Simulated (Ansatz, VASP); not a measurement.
Pd: VASP beside Ansatz

The input INCAR:

```
PREC = Accurate
ENCUT = 520
EDIFF = 1E-6
ISMEAR = -1
SIGMA = 0.1
LREAL = F
LASPH = T
NELM = 80
ALGO = Normal
ISIF = 2
LWAVE = F
LCHARG = F
LDIPOL = T
IDIPOL = 3
DIPOL = 0.5 0.5 0.500
GGA = PE
NBANDS = 28
```

KPOINTS

```
Automatic mesh
0
Gamma
  12 8 1
```

POSCAR

```
Pd
1.0
    2.7903171796      0.0000000000      0.0000000000
    0.0000000000      3.9461043987      0.0000000000
    0.0000000000      0.0000000000     20.1855000000
Pd
4
Direct
    0.2500000000      0.2500000000      0.3963246942
    0.7500000000      0.7500000000      0.4654415645
    0.2500000000      0.2500000000      0.5345584351
    0.7500000000      0.7500000000      0.6036753058
```

Input for Ansatz:

```yaml
crystal:
  lattice:
    - [2.7903171796, 0.0, 0.0]
    - [0.0, 3.9461043987, 0.0]
    - [0.0, 0.0, 20.1855]
  atoms:
    - { symbol: Pd, position: [0.25, 0.25, 0.3963246942] }
    - { symbol: Pd, position: [0.75, 0.75, 0.4654415645] }
    - { symbol: Pd, position: [0.25, 0.25, 0.5345584351] }
    - { symbol: Pd, position: [0.75, 0.75, 0.6036753058] }
kpoints:
  mp_grid: { grid: [12, 8, 1] }
scf:
  occupations: { method: fermi_dirac, width: 0.1 }
hamiltonian:
  xc: pbe
  pseudopotentials: { kind: all_electron, lapw: { basis_error: 0.001 } }
output:
  forces: true
  stress: true
  eigenvalues: true
  populations: true
  dos: { projected: true, de: 0.2, e_range: [-14, 8] }
efield:
  axis: 3
  amplitude: 0
  dipole_correction: true
```

Alike in both runs: task single point; functional PBE; k mesh 12 × 8 × 1; occupations fermi-dirac, width 0.1 eV; no spin polarisation.

|  | VASP | Ansatz |
| --- | --- | --- |
| version | VASP 6.6.1 | Ansatz 0.2.0 |
| potentials or method | VASP PAW PBE potentials, release 64 (Pd), cutoff 520 eV | all-electron LAPW, scalar-relativistic |

```csv
,VASP,Ansatz,Ansatz less VASP
rms of the force components (eV/Å),0.186,0.184,-0.0018
```

Atom by atom the forces differ by 0.005 eV/Å (rms over components). Ansatz ran all-electron here, and VASP with PAW potentials.
